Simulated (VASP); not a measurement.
# Na (P6_3/mmc) in VASP: further runs

The runs below take Na through relaxation of cell and atoms, single point, with PBEsol.

Program: VASP 6.6.1. These are calculated values, not measurements. Logs are shortened: lines on timing, memory, paths and dates and some standing lists are left out, and cuts for length are marked.

### Step 1. The cell of the first run

The structure is hexagonal, space group P6_3/mmc (No. 194). Conventional cell: a = 3.810 Å, b = 3.810 Å, c = 6.222 Å, α = 90.00°, β = 90.00°, γ = 120.00°. Na (site symmetry -6m2) has 12 Na at 3.81 Å within 5.0 Å.

This isn't the form of Na at room conditions, which is bcc.

### Step 2. Relaxation of cell and atoms, PBEsol, target pressure 20 GPa, at which the enthalpy is minimised

Input file INCAR:

```
ALGO     = Normal         # electronic algorithm
EDIFF    = 1E-7           # SCF threshold, eV
EDIFFG   = -0.02          # ionic threshold
ENCUT    = 600            # plane-wave cutoff, eV
GGA      = PS             # functional
IBRION   = 2              # ionic algorithm
ISIF     = 3              # what is computed and relaxed
ISMEAR   = 1              # smearing method
LASPH    = T              # aspherical terms in the spheres
LCHARG   = F              # write CHGCAR
LREAL    = F              # projectors in reciprocal space
LWAVE    = F              # write WAVECAR
NELM     = 80             # most SCF steps
NSW      = 80             # ionic steps
PREC     = Accurate       # precision mode
PSTRESS  = 200.0        
SIGMA    = 0.05           # smearing width, eV
```

Input file KPOINTS:

```
k-points
0
Gamma
  6 6 4
```

Input file POSCAR:

```
Na
1.0
    3.8100000000      0.0000000000      0.0000000000
   -1.9050000000      3.2995567884      0.0000000000
    0.0000000000      0.0000000000      6.2217300000
Na
2
Direct
    0.3333333333      0.6666666667      0.2500000000
    0.6666666667      0.3333333333      0.7500000000
```

Potentials or basis: VASP PAW PBE potentials, release 64 (Na_pv).

Command:

```console
$ cat potpaw_PBE.64/Na_pv/POTCAR > POTCAR
$ mpirun -np 1 vasp_std > vasp.out
```

OUTCAR:

```text
EDIFF = 1E-7
   EDIFFG = -0.02
   ENCUT = 600
   GGA = PS
   IBRION = 2
   ISIF = 3
   ISMEAR = 1
   LASPH = T
   LREAL = F
   NELM = 80
   NSW = 80
   PREC = Accurate
   PSTRESS = 200.0

 ion  position               nearest neighbor table
   1  0.333  0.667  0.250-
   2  0.667  0.333  0.750-

  LATTYP: Found a hexagonal cell.
 ALAT       =     3.8100000000
 C/A-ratio  =     1.6330000000

  Lattice vectors:

 A1 = (   3.8100000000,   0.0000000000,   0.0000000000)
 A2 = (  -1.9050000000,   3.2995567884,   0.0000000000)
 A3 = (   0.0000000000,   0.0000000000,   6.2217300000)

Analysis of symmetry for initial positions (statically):
=====================================================================
 Subroutine PRICEL returns:
 Original cell was already a primitive cell.

 Routine SETGRP: Setting up the symmetry group for a
 hexagonal supercell.

 Subroutine GETGRP returns: Found 24 space group operations
 (whereof 12 operations were pure point group operations)
 out of a pool of 24 trial point group operations.

The static configuration has the point symmetry D_3d.
 The point group associated with its full space group is D_6h.

Analysis of symmetry for dynamics (positions and initial velocities):
=====================================================================
 Subroutine PRICEL returns:
 Original cell was already a primitive cell.

 Routine SETGRP: Setting up the symmetry group for a
 hexagonal supercell.

 Subroutine GETGRP returns: Found 24 space group operations
 (whereof 12 operations were pure point group operations)
 out of a pool of 24 trial point group operations.

The dynamic configuration has the point symmetry D_3d.
 The point group associated with its full space group is D_6h.

 Subroutine INISYM returns: Found 24 space group operations
 (whereof 12 operations are pure point group operations),
 and found     1 'primitive' translations

----------------------------------------------------------------------------------------

                                     Primitive cell

  volume of cell :      78.2153

  direct lattice vectors                    reciprocal lattice vectors
     3.810000000  0.000000000  0.000000000     0.262467192  0.151535504  0.000000000
    -1.905000000  3.299556788  0.000000000     0.000000000  0.303071007  0.000000000
     0.000000000  0.000000000  6.221730000     0.000000000  0.000000000  0.160727000

  length of vectors
     3.810000000  3.810000000  6.221730000     0.303071007  0.303071007  0.160727000

  position of ions in fractional coordinates (direct lattice)
     0.333333333  0.666666667  0.250000000
     0.666666667  0.333333333  0.750000000

  ion indices of the primitive-cell ions
   primitive index   ion index
                 1           1
                 2           2

----------------------------------------------------------------------------------------

 KPOINTS: k-points

Automatic generation of k-mesh.
 Grid dimensions read from file:
 generate k-points for:    6    6    4

 Generating k-lattice:

  Cartesian coordinates                     Fractional coordinates (reciprocal lattice)
     0.043744532  0.025255917  0.000000000     0.166666667  0.000000000  0.000000000
     0.000000000  0.050511835  0.000000000     0.000000000  0.166666667  0.000000000
     0.000000000  0.000000000  0.040181750     0.000000000  0.000000000  0.250000000

  Length of vectors
     0.050511835  0.050511835  0.040181750

  Shift w.r.t. Gamma in fractional coordinates (k-lattice)
     0.000000000  0.000000000  0.000000000

 Subroutine IBZKPT returns following result:
 ===========================================

 Found     21 irreducible k-points:

 Following reciprocal coordinates:
            Coordinates               Weight
  0.000000  0.000000  0.000000      1.000000
  0.166667  0.000000  0.000000      6.000000
  0.333333  0.000000  0.000000      6.000000
  0.500000  0.000000  0.000000      3.000000
  0.166667  0.166667  0.000000      6.000000
  0.333333  0.166667  0.000000     12.000000
[... 13 lines left out ...]
  0.333333  0.166667  0.500000     12.000000
  0.333333  0.333333  0.500000      2.000000
   k-points           NKPTS =     21   k-points in BZ     NKDIM =     21   number of bands    NBANDS=     11
   number of dos      NEDOS =    301   number of ions     NIONS =      2
   total plane-waves  NPLWV =  45000
   dimension x,y,z NGX =    30 NGY =   30 NGZ =   50
   dimension x,y,z NGXF=    60 NGYF=   60 NGZF=  100
   ions per type =               2
   NGX,Y,Z   is equivalent  to a cutoff of  13.09, 13.09, 13.36 a.u.
   NGXF,Y,Z  is equivalent  to a cutoff of  26.18, 26.18, 26.72 a.u.
 SYSTEM =  unknown system
   PREC   = accura    normal or accurate (medium, high low for compatibility)
   ISTART =      0    job   : 0-new  1-cont  2-samecut
   ICHARG =      2    charge: 1-file 2-atom 10-const
   ISPIN  =      1    spin polarized calculation?
   LNONCOLLINEAR =      F non collinear calculations
   LSORBIT =      F    spin-orbit coupling
   LASPH  =      T    aspherical Exc in radial PAW
   ENCUT  =  600.0 eV  44.10 Ry    6.64 a.u.   7.61  7.61 12.43*2*pi/ulx,y,z
   NELM   =     80;   NELMIN=  2; NELMDL= -5     # of ELM steps
   EDIFF  = 0.1E-06   stopping-criterion for ELM
   LREAL  =      F    real-space projection
   EDIFFG = -.2E-01   stopping-criterion for IOM
   NSW    =     80    number of steps for IOM
   IBRION =      2    ionic relax: 0-MD 1-quasi-New 2-CG
   NFREE  =      1    steps in history (QN), initial steepest desc. (CG)
   ISIF   =      3    stress and relaxation
   ISYM   =      2    0-nonsym 1-usesym 2-fastsym
   POTIM  = 0.5000    time-step for ionic-motion
   TEBEG  =    0.0;   TEEND  =   0.0 temperature during run
   PSTRESS=  200.0 pullay stress
   NELECT =      14.0000    total number of electrons
   NUPDOWN=      -1.0000    fix difference up-down
   EMIN   =  10.00;   EMAX   =-10.00  energy-range for DOS
   EFERMI =   0.00;   METHOD = LEGACY
   ISMEAR =     1;   SIGMA  =   0.05  broadening in eV -4-tet -1-fermi 0-gaus
   EFERMI_NEDOS =   21; number of points for ismear=-14 and -15
   IALGO  =     38    algorithm
   IMIX   =      4    mixing-type and parameters
     AMIX     =   0.40;   BMIX     =  1.00
     AMIX_MAG =   1.60;   BMIX_MAG =  1.00
  volume/ion in A,a.u.               =      39.11       263.91
  Fermi-wavevector in a.u.,A,eV,Ry     =   0.922614  1.743489 11.581517  0.851217
  Thomas-Fermi vector in A             =   2.048161
   LORBIT       =      0    0 simple, 1 ext, 2 COOP (PROOUT), +10 PAW based schemes
   GGA     = PS    functional components
   LHFCALC =     F    Hartree Fock is set to
   AEXX    =    0.0000 exact exchange contribution
   IVDW    =     0    specifies the selected vdW correction
   LEPSILON=     F    determine dielectric tensor
   LRPA    =     F    only Hartree local field effects (RPA)
 conjugate gradient relaxation of ions
 non-spin polarized calculation
 Methfessel and Paxton  Order N= 1 SIGMA  =   0.05
  energy-cutoff  :      600.00
  volume of cell :       78.22
 maximum number of plane-waves:      2635
   NGX = 15   NGY = 15   NGZ = 25

--------------------------------------- Ionic step        1  -------------------------------------------

 number of electron      13.9999980 magnetization

 Free energy of the ion-electron system (eV)
  ---------------------------------------------------
  ext. energy  EPLUGINS =         0.00000000
  ---------------------------------------------------
  free energy    TOTEN  =        -2.79630032 eV

  energy without entropy =       -2.79625360  energy(sigma->0) =       -2.79628474

 E-fermi :  -0.0313     XC(G=0):  -6.3614

 val. band max:       -0.0660940350   @ k =   0.3333   0.1667   0.2500
 cond. band min:       0.3305180724   @ k =   0.1667   0.1667   0.2500
 fundamental gap:      0.3966121073
 Fermi energy:        -0.0313133172

 k-point     1 :       0.0000    0.0000    0.0000
  band No.  band energies     occupation
      1     -24.6958      2.00000
      2     -24.6700      2.00000
      3     -24.6700      2.00000
      4     -24.6667      2.00000
      5     -24.6659      2.00000
      6     -24.6659      2.00000
      7      -3.0090      2.00000
      8       0.6994     -0.00000
      9       1.0738      0.00000
     10       9.8402      0.00000
     11       9.8405      0.00000
[... 313 lines left out ...]
  enthalpy is  TOTEN    =         6.9673261671 eV   P V=        9.7636264834

--------------------------------------- Ionic step        2  -------------------------------------------

 number of electron      14.0000000 magnetization

 E-fermi :   3.4978     XC(G=0):  -9.0079

 val. band max:        3.4629956243   @ k =   0.3333   0.1667   0.2500
 cond. band min:       4.0141505015   @ k =   0.5000   0.0000   0.0000
 fundamental gap:      0.5511548773
 Fermi energy:         3.4977763421

 k-point     1 :       0.0000    0.0000    0.0000
  band No.  band energies     occupation
      1     -21.4329      2.00000
      2     -21.0489      2.00000
      3     -21.0489      2.00000
      4     -20.9976      2.00000
      5     -20.9974      2.00000
      6     -20.9974      2.00000
      7      -1.5574      2.00000
      8       4.6562      0.00000
      9       5.7029      0.00000
     10      18.6517      0.00000
     11      18.6517      0.00000
[... 503 lines left out ...]
  enthalpy is  TOTEN    =         3.0069263309 eV   P V=        4.5124767475

--------------------------------------- Ionic step        8  -------------------------------------------

 number of electron      14.0000001 magnetization

 Free energy of the ion-electron system (eV)
  ---------------------------------------------------
  ext. energy  EPLUGINS =         0.00000000
  ---------------------------------------------------
  free energy    TOTEN  =        -1.51912326 eV

  energy without entropy =       -1.51907654  energy(sigma->0) =       -1.51910769

 E-fermi :   3.0559     XC(G=0):  -8.7737

 val. band max:        3.0211067895   @ k =   0.3333   0.1667   0.2500
 cond. band min:       3.5360459622   @ k =   0.5000   0.0000   0.0000
 fundamental gap:      0.5149391727
 Fermi energy:         3.0558875073

 k-point     1 :       0.0000    0.0000    0.0000
  band No.  band energies     occupation
      1     -21.7088      2.00000
      2     -21.3835      2.00000
      3     -21.3835      2.00000
      4     -21.3344      2.00000
      5     -21.3344      2.00000
      6     -21.3288      2.00000
      7      -1.7584      2.00000
      8       4.4093      0.00000
      9       5.3791      0.00000
     10      17.5582      0.00000
     11      17.5582      0.00000
[... 307 lines left out ...]
  FREE ENERGIE OF THE ION-ELECTRON SYSTEM (eV)
  ---------------------------------------------------
  free  energy   TOTEN  =        -1.5191232609 eV

  energy  without entropy=       -1.5190765433  energy(sigma->0) =       -1.51910769

  enthalpy is  TOTEN    =         3.0068625929 eV   P V=        4.5259858539

 reached required accuracy - stopping structural energy minimisation
```

Run time: 60 s. Hardware: 1 thread of Intel Xeon Platinum 8488C (Sapphire Rapids), shared host; peak memory 0.2 GiB.

Results:

* Free energy: -1.5191 eV
* Relaxed volume: 18.13 Å³/atom
* Relaxed cell: a = 2.981 Å, b = 2.981 Å, c = 4.712 Å, α = 90.00°, β = 90.00°, γ = 120.00°
* Space group after relaxing (to 0.1 Å): P6_3/mmc (No. 194)
* Energy change on relaxing (the run minimises the enthalpy): +638.6 meV/atom
* Ionic steps: 8
* Pressure after relaxing: 20.0 GPa
* Band gap on the k mesh: zero (bands 7 and 8 overlap by 6.21 eV)

The path:
```tsv
step	energy change (eV)	largest force (eV/Å)	pressure (GPa)	volume (Å³)
1	0.0000	0.0000	-0.52	78.22
2	1.5758	0.0000	24.46	34.12
3	1.3017	0.0000	20.35	36.09
4	1.2228	0.0000	19.17	36.73
5	1.2224	0.0000	19.16	36.71
6	1.2238	0.0000	19.18	36.69
7	1.2908	0.0000	20.19	36.15
8	1.2772	0.0000	19.97	36.26
```

Final structure:
```yaml
crystal:
  lattice:
    - [2.98090, 0.00000, 0.00000]
    - [-1.49045, 2.58153, 0.00000]
    - [0.00000, 0.00000, 4.71160]
  atoms:
    - { symbol: Na, position: [0.33333, 0.66667, 0.25000] }
    - { symbol: Na, position: [0.66667, 0.33333, 0.75000] }
```

Caveat: the cell is relaxed towards a set pressure, so the run minimises the enthalpy, not the energy; the volume moved by over 15 % at a fixed basis, so the end points are rough; the PAW data sets were made with another functional, which shifts forces and pressure a little.

### Step 3. Single point, PBEsol

This run uses another cell than the first one, of 18.11 Å³/atom.

Input file INCAR:

```
SYSTEM = Na
PREC = Accurate
ENCUT = 520
EDIFF = 1E-6
ISMEAR = 1
SIGMA = 0.05
LREAL = .FALSE.
LASPH = .TRUE.
NELM = 60
ALGO = Normal
ISIF = 2
LWAVE = .FALSE.
LCHARG = .FALSE.
GGA = PS
NBANDS = 14
```

Input file KPOINTS:

```
regular mesh
0
G
  6 6 4
  0 0 0
```

Input file POSCAR:

```
Na
1.0
    2.9805657016      0.0000000000      0.0000000000
   -1.4902828508      2.5812456152      0.0000000000
    0.0000000000      0.0000000000      4.7078356177
Na
2
Direct
    0.3333333333      0.6666666667      0.2500000000
    0.6666666667      0.3333333333      0.7500000000
```

Potentials or basis: VASP PAW PBE potentials, release 64 (Na_pv).

Command:

```console
$ cat potpaw_PBE.64/Na_pv/POTCAR > POTCAR
$ mpirun -np 1 vasp_std > vasp.out
```

It took 8.1 s on 1 thread of Intel Xeon 8259CL, shared host; peak memory 0.15 GiB.

The run converged. Its results:

| Item | Value |
| --- | --- |
| Free energy | -1.5089 eV |
| Pressure | 20.1 GPa |
| Band gap on the k mesh | zero (bands 7 and 8 overlap by 6.21 eV) |

Levels at points of the mesh, in eV from the Fermi level:
| k point | band 5 | band 6 | band 7 | band 8 | band 9 | band 10 |
| --- | --- | --- | --- | --- | --- | --- |
| (0.00, 0.00, 0.00) | -24.39 | -24.38 | -4.82 | 1.36 | 2.33 | 14.50 |
| (0.50, 0.00, 0.00) | -24.47 | -24.42 | 0.48 | 1.03 | 5.39 | 6.48 |
| (0.00, 0.00, 0.50) | -24.42 | -24.42 | -3.02 | -3.02 | 9.14 | 9.14 |
| (0.50, 0.00, 0.50) | -24.47 | -24.47 | 1.81 | 1.81 | 2.81 | 2.81 |

Caveat: the k points lie up to 0.41 Å⁻¹ apart, too coarse for converged energies and pressures of a metal; the PAW data sets were made with another functional, which shifts forces and pressure a little.

### Step 4. Single point, PBEsol

This run uses another cell than the first one, of 21.98 Å³/atom.

Input file INCAR:

```
SYSTEM = Na
ALGO     = Normal         ! electronic algorithm
EDIFF    = 1E-7           ! SCF threshold, eV
ENCUT    = 520            ! plane-wave cutoff, eV
GGA      = PS             ! functional
ISIF     = 2              ! what is computed and relaxed
ISMEAR   = 1              ! smearing method
LASPH    = .TRUE.         ! aspherical terms in the spheres
LCHARG   = .TRUE.         ! write CHGCAR
LELF     = .TRUE.         ! ELF
LREAL    = .FALSE.        ! projectors in reciprocal space
LVHAR    = .TRUE.       
LWAVE    = .FALSE.        ! write WAVECAR
NBANDS   = 14             ! bands
NELM     = 80             ! most SCF steps
PREC     = Accurate       ! precision mode
SIGMA    = 0.05           ! smearing width, eV
```

Input file KPOINTS:

```
k-points
0
G
  6 6 4
  0 0 0
```

Input file POSCAR:

```
Na
1.0
    3.1788062023      0.0000000000      0.0000000000
   -1.5894031012      2.7529269249      0.0000000000
    0.0000000000      0.0000000000      5.0235102243
Na
2
Direct
    0.3333333333      0.6666666667      0.2500000000
    0.6666666667      0.3333333333      0.7500000000
```

Command:

```console
$ cat potpaw_PBE.64/Na_pv/POTCAR > POTCAR
$ mpirun -np 1 vasp_std > vasp.out
```

Run time: 12 s. Hardware: 1 thread of Intel Xeon 8259CL, shared host; peak memory 0.15 GiB.

Results (log left out):

- Free energy: -2.2072 eV
- Pressure: 10.0 GPa
- Band gap on the k mesh: zero (bands 7 and 8 overlap by 5.69 eV)

Levels at points of the mesh, in eV from the Fermi level:
| k point | band 3 | band 4 | band 5 | band 6 | band 7 | band 8 | band 9 | band 10 | band 11 | band 12 |
| --- | --- | --- | --- | --- | --- | --- | --- | --- | --- | --- |
| (0.00, 0.00, 0.00) | -24.32 | -24.29 | -24.29 | -24.29 | -4.25 | 1.21 | 2.08 | 13.18 | 13.18 | 14.06 |
| (0.50, 0.00, 0.00) | -24.41 | -24.37 | -24.34 | -24.31 | 0.46 | 0.87 | 5.09 | 5.77 | 6.40 | 6.81 |
| (0.00, 0.00, 0.50) | -24.31 | -24.31 | -24.31 | -24.31 | -2.70 | -2.70 | 8.27 | 8.27 | 13.88 | 13.88 |
| (0.50, 0.00, 0.50) | -24.34 | -24.34 | -24.34 | -24.34 | 1.64 | 1.64 | 2.51 | 2.51 | 10.22 | 10.22 |

Caveat: the k points lie up to 0.38 Å⁻¹ apart, too coarse for converged energies and pressures of a metal; the PAW data sets were made with another functional, which shifts forces and pressure a little.

### Step 5. Summary

| task | cell | cutoff (eV) | gap on the mesh (eV) | pressure (GPa) |
| --- | --- | --- | --- | --- |
| relaxation of cell and atoms | relaxed to 20 GPa from a = 3.810, b = 3.810, c = 6.222 Å, angles 90.0, 90.0, 120.0°, 2 atoms | 600 | none | 20.0 |
| single point | a = 2.981, b = 2.981, c = 4.708 Å, angles 90.0, 90.0, 120.0°, 2 atoms | 520 | none | 20.1 |
| single point | a = 3.179, b = 3.179, c = 5.024 Å, angles 90.0, 90.0, 120.0°, 2 atoms | 520 | none | 10.0 |

Alike in all rows: level PBEsol; potentials or basis VASP PAW PBE potentials, release 64 (Na_pv); no spin polarisation; k mesh 6 × 6 × 4; smearing methfessel-paxton 0.05 eV.

Caveats: some runs use coarse meshes; the PAW data sets were made with another functional, which shifts forces and pressure a little; the cell is relaxed towards a set pressure, so the run minimises the enthalpy, not the energy (at least some runs); the volume moved by over 15 % at a fixed basis, so the end points are rough (at least some runs).

Absolute energies hang on the potentials; compare differences alone.
